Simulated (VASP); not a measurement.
Runs of VASP 6.6.1 on Cd. The structure is that of space group Fd-3m (No. 227), or close to it. The cells are those of the table. This isn't the form of Cd at room conditions, which is hcp.

```csv
task,cell,cutoff (eV),gap on the mesh (eV),pressure (GPa)
single point,"a = 4.495 Å, angles 60.0°, 2 atoms",520,none,0.3
single point,"a = 4.104 Å, angles 60.0°, 2 atoms",520,none,16.2
relaxation of cell and atoms,"relaxed from a = 4.299 Å, angles 60.0°, 2 atoms",600,none,0.0
relaxation of cell and atoms,"relaxed to 15 GPa from a = 4.299 Å, angles 60.0°, 2 atoms",600,none,15.0
relaxation of cell and atoms,"relaxed to 45 GPa from a = 4.299 Å, angles 60.0°, 2 atoms",600,none,45.0
single point,"a = 3.842 Å, angles 60.0°, 2 atoms",520,none,(a)
relaxation of cell and atoms,"relaxed to 30 GPa from a = 4.299 Å, angles 60.0°, 2 atoms",600,none,30.0
single point,"a = 3.946 Å, angles 60.0°, 2 atoms",520,none,32.0
```

Alike in all rows: level LDA; potentials or basis VASP PAW LDA potentials, release 64 (Cd); no spin polarisation; k mesh 6 × 6 × 6; smearing gaussian 0.05 eV.

Problem. Fill in the values left out.

Solution. (a) 48.0.

Caveats: the cell stands under pressure (at least some runs); the cell is relaxed towards a set pressure, so the run minimises the enthalpy, not the energy (at least some runs).

A k mesh can miss the band edges, and the runs leave out spin-orbit coupling on Cd.

A gap of «none» marks levels without a gap at the run's occupations.
